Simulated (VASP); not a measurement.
# AlN (rock salt) (Fm-3m) in VASP: further runs, part 3 of 4

VASP 6.6.1. Earlier steps stand in the parts before.

## 6. Single point, PBE (volume scaled by 0.95)

INCAR reads:

```
  PREC = Accurate
  ENCUT = 600
  EDIFF = 1E-6
  ISMEAR = 0
  SIGMA = 0.01
  LREAL = F
  LASPH = T
  NELM = 120
  ALGO = Normal
  ISIF = 2
  LWAVE = F
  LCHARG = F
  GGA = PE
  NBANDS = 11
  GGA_COMPAT = F
```

KPOINTS reads:

```
regular mesh
0
Gamma
  10 10 10
```

POSCAR reads:

```
AlN
1.0
    0.0000000000      1.9882137154      1.9882137154
    1.9882137154      0.0000000000      1.9882137154
    1.9882137154      1.9882137154      0.0000000000
Al N
1 1
Direct
    0.0000000000      0.0000000000      0.0000000000
    0.5000000000      0.5000000000      0.5000000000
```

Potentials or basis: VASP PAW PBE potentials, release 64 (Al, N).

The run is started by

```
$ cat potpaw_PBE.64/Al/POTCAR potpaw_PBE.64/N/POTCAR > POTCAR
$ mpirun -np 1 vasp_std > vasp.out
```

OUTCAR:

```text
PREC = Accurate
   ENCUT = 600
   EDIFF = 1E-6
   ISMEAR = 0
   LREAL = F
   LASPH = T
   NELM = 120
   ISIF = 2
   GGA = PE

 ion  position               nearest neighbor table
   1  0.000  0.000  0.000-   2 1.99   2 1.99   2 1.99   2 1.99   2 1.99   2 1.99
   2  0.500  0.500  0.500-   1 1.99   1 1.99   1 1.99   1 1.99   1 1.99   1 1.99

  LATTYP: Found a face centered cubic cell.
 ALAT       =     3.9764274308

  Lattice vectors:

 A1 = (   0.0000000000,   1.9882137154,   1.9882137154)
 A2 = (   1.9882137154,   0.0000000000,   1.9882137154)
 A3 = (   1.9882137154,   1.9882137154,   0.0000000000)

Analysis of symmetry for initial positions (statically):
=====================================================================
 Subroutine PRICEL returns:
 Original cell was already a primitive cell.

 Routine SETGRP: Setting up the symmetry group for a
 face centered cubic supercell.

 Subroutine GETGRP returns: Found 48 space group operations
 (whereof 48 operations were pure point group operations)
 out of a pool of 48 trial point group operations.

The static configuration has the point symmetry O_h .

Analysis of symmetry for dynamics (positions and initial velocities):
=====================================================================
 Subroutine PRICEL returns:
 Original cell was already a primitive cell.

 Routine SETGRP: Setting up the symmetry group for a
 face centered cubic supercell.

 Subroutine GETGRP returns: Found 48 space group operations
 (whereof 48 operations were pure point group operations)
 out of a pool of 48 trial point group operations.

The dynamic configuration has the point symmetry O_h .

 Subroutine INISYM returns: Found 48 space group operations
 (whereof 48 operations are pure point group operations),
 and found     1 'primitive' translations

----------------------------------------------------------------------------------------

                                     Primitive cell

  volume of cell :      15.7188

  direct lattice vectors                    reciprocal lattice vectors
     0.000000000  1.988213715  1.988213715    -0.251482019  0.251482019  0.251482019
     1.988213715  0.000000000  1.988213715     0.251482019 -0.251482019  0.251482019
     1.988213715  1.988213715  0.000000000     0.251482019  0.251482019 -0.251482019

  length of vectors
     2.811758801  2.811758801  2.811758801     0.435579635  0.435579635  0.435579635

  position of ions in fractional coordinates (direct lattice)
     0.000000000  0.000000000  0.000000000
     0.500000000  0.500000000  0.500000000

  ion indices of the primitive-cell ions
   primitive index   ion index
                 1           1
                 2           2

----------------------------------------------------------------------------------------

 KPOINTS: regular mesh

Automatic generation of k-mesh.
 Grid dimensions read from file:
 generate k-points for:   10   10   10

 Generating k-lattice:

  Cartesian coordinates                     Fractional coordinates (reciprocal lattice)
    -0.025148202  0.025148202  0.025148202     0.100000000  0.000000000  0.000000000
     0.025148202 -0.025148202  0.025148202     0.000000000  0.100000000  0.000000000
     0.025148202  0.025148202 -0.025148202     0.000000000  0.000000000  0.100000000

  Length of vectors
     0.043557963  0.043557963  0.043557963

  Shift w.r.t. Gamma in fractional coordinates (k-lattice)
     0.000000000  0.000000000  0.000000000

 Subroutine IBZKPT returns following result:
 ===========================================

 Found     47 irreducible k-points:

 Following reciprocal coordinates:
            Coordinates               Weight
  0.000000  0.000000  0.000000      1.000000
  0.100000  0.000000  0.000000      8.000000
  0.200000  0.000000  0.000000      8.000000
  0.300000  0.000000  0.000000      8.000000
  0.400000  0.000000  0.000000      8.000000
  0.500000  0.000000  0.000000      4.000000
[... 16 lines left out ...]
  0.300000  0.300000  0.000000      6.000000
  0.400000  0.300000  0.000000     24.000000
 [... further k-points ...]
   k-points           NKPTS =     47   k-points in BZ     NKDIM =     47   number of bands    NBANDS=     11
   number of dos      NEDOS =    301   number of ions     NIONS =      2
   total plane-waves  NPLWV =  13824
   dimension x,y,z NGX =    24 NGY =   24 NGZ =   24
   dimension x,y,z NGXF=    48 NGYF=   48 NGZF=   48
   ions per type =               1   1
   NGX,Y,Z   is equivalent  to a cutoff of  14.19, 14.19, 14.19 a.u.
   NGXF,Y,Z  is equivalent  to a cutoff of  28.38, 28.38, 28.38 a.u.
 SYSTEM =  unknown system
   PREC   = accura    normal or accurate (medium, high low for compatibility)
   ISTART =      0    job   : 0-new  1-cont  2-samecut
   ICHARG =      2    charge: 1-file 2-atom 10-const
   ISPIN  =      1    spin polarized calculation?
   LNONCOLLINEAR =      F non collinear calculations
   LSORBIT =      F    spin-orbit coupling
   LASPH  =      T    aspherical Exc in radial PAW
   ENCUT  =  600.0 eV  44.10 Ry    6.64 a.u.   5.62  5.62  5.62*2*pi/ulx,y,z
   NELM   =    120;   NELMIN=  2; NELMDL= -5     # of ELM steps
   EDIFF  = 0.1E-05   stopping-criterion for ELM
   LREAL  =      F    real-space projection
   EDIFFG = 0.1E-04   stopping-criterion for IOM
   NSW    =      0    number of steps for IOM
   IBRION =     -1    ionic relax: 0-MD 1-quasi-New 2-CG
   NFREE  =      0    steps in history (QN), initial steepest desc. (CG)
   ISIF   =      2    stress and relaxation
   ISYM   =      2    0-nonsym 1-usesym 2-fastsym
   POTIM  = 0.5000    time-step for ionic-motion
   TEBEG  =    0.0;   TEEND  =   0.0 temperature during run
   PSTRESS=    0.0 pullay stress
   NELECT =       8.0000    total number of electrons
   NUPDOWN=      -1.0000    fix difference up-down
   EMIN   =  10.00;   EMAX   =-10.00  energy-range for DOS
   EFERMI =   0.00;   METHOD = LEGACY
   ISMEAR =     0;   SIGMA  =   0.01  broadening in eV -4-tet -1-fermi 0-gaus
   EFERMI_NEDOS =   21; number of points for ismear=-14 and -15
   IALGO  =     38    algorithm
   IMIX   =      4    mixing-type and parameters
     AMIX     =   0.40;   BMIX     =  1.00
     AMIX_MAG =   1.60;   BMIX_MAG =  1.00
  volume/ion in A,a.u.               =       7.86        53.04
  Fermi-wavevector in a.u.,A,eV,Ry     =   1.307069  2.470002 23.244584  1.708429
  Thomas-Fermi vector in A             =   2.437828
   LORBIT       =      0    0 simple, 1 ext, 2 COOP (PROOUT), +10 PAW based schemes
   GGA     = PE    functional components
   LHFCALC =     F    Hartree Fock is set to
   AEXX    =    0.0000 exact exchange contribution
   IVDW    =     0    specifies the selected vdW correction
   LEPSILON=     F    determine dielectric tensor
   LRPA    =     F    only Hartree local field effects (RPA)
 non-spin polarized calculation
 Gauss-broadening in eV      SIGMA  =   0.01
  energy-cutoff  :      600.00
  volume of cell :       15.72
 maximum number of plane-waves:       544
   NGX = 11   NGY = 11   NGZ = 11

 number of electron       8.0000000 magnetization

 Free energy of the ion-electron system (eV)
  ---------------------------------------------------
  ext. energy  EPLUGINS =         0.00000000
  ---------------------------------------------------
  free energy    TOTEN  =       -14.48044949 eV

  energy without entropy =      -14.48044949  energy(sigma->0) =      -14.48044949

 E-fermi :  10.6717     XC(G=0): -12.5216

 val. band max:       10.6255410491   @ k =   0.0000   0.0000   0.0000
 cond. band min:      15.7248947735   @ k =   0.5000   0.5000   0.0000
 fundamental gap:      5.0993537244
 Fermi energy:        10.6716567887

 k-point     1 :       0.0000    0.0000    0.0000
  band No.  band energies     occupation
      1      -7.3908      2.00000
      2      10.6255      2.00000
      3      10.6255      2.00000
      4      10.6255      2.00000
      5      17.0451      0.00000
      6      22.9532      0.00000
      7      22.9532      0.00000
      8      22.9532      0.00000
      9      28.2312      0.00000
     10      28.7861      0.00000
     11      28.7861      0.00000
[... 309 lines left out ...]
 k-point    24 :       0.4000    0.3000    0.0000
  band No.  band energies     occupation
      1      -4.2101      2.00000
      2       4.5710      2.00000
      3       7.6888      2.00000
      4       8.2312      2.00000
      5      17.0244      0.00000
      6      17.8052      0.00000
      7      23.4226      0.00000
      8      26.8667      0.00000
      9      27.6956      0.00000
     10      33.0212      0.00000
     11      36.1943      0.00000

 [... further k-points ...]
[... 5 lines left out ...]
  --------------------------------------------------------------------------------------
  -------------------------------------------------------------------------------------
  Total        1.9470483      1.9470483      1.9470483     -0.0000000     -0.0000000      0.0000000
  in kB      198.4577735    198.4577735    198.4577735     -0.0000000     -0.0000000      0.0000000
  external PRESSURE =     198.4577735 kB  Pullay stress =       0.0000000 kB

 VOLUME and BASIS-vectors are now :
 -----------------------------------------------------------------------------
  energy-cutoff  :      600.00
  volume of cell :       15.72
      direct lattice vectors                 reciprocal lattice vectors
     0.000000000  1.988213715  1.988213715    -0.251482019  0.251482019  0.251482019
     1.988213715  0.000000000  1.988213715     0.251482019 -0.251482019  0.251482019
     1.988213715  1.988213715  0.000000000     0.251482019  0.251482019 -0.251482019

 POSITION                                       TOTAL-FORCE (eV/Angst)
 -----------------------------------------------------------------------------------
      0.00000      0.00000      0.00000        -0.000000     -0.000000     -0.000000
      1.98821      1.98821      1.98821         0.000000      0.000000      0.000000
 -----------------------------------------------------------------------------------
    total drift:                               -0.000000     -0.000000      0.000000

  FREE ENERGIE OF THE ION-ELECTRON SYSTEM (eV)
  ---------------------------------------------------
  free  energy   TOTEN  =       -14.4804494910 eV

  energy  without entropy=      -14.4804494910  energy(sigma->0) =      -14.48044949
```

It used 4.7 s of CPU time on 1 thread of Intel Xeon 6455B, with other jobs on the host.

What came out:

- Free energy: -14.4804 eV
- Pressure: 19.8 GPa
- Band gap on the k mesh: 5.10 eV, indirect (least direct gap 6.42 eV)

 A k mesh can miss the band edges.

(Continued in part 4 of 4.)
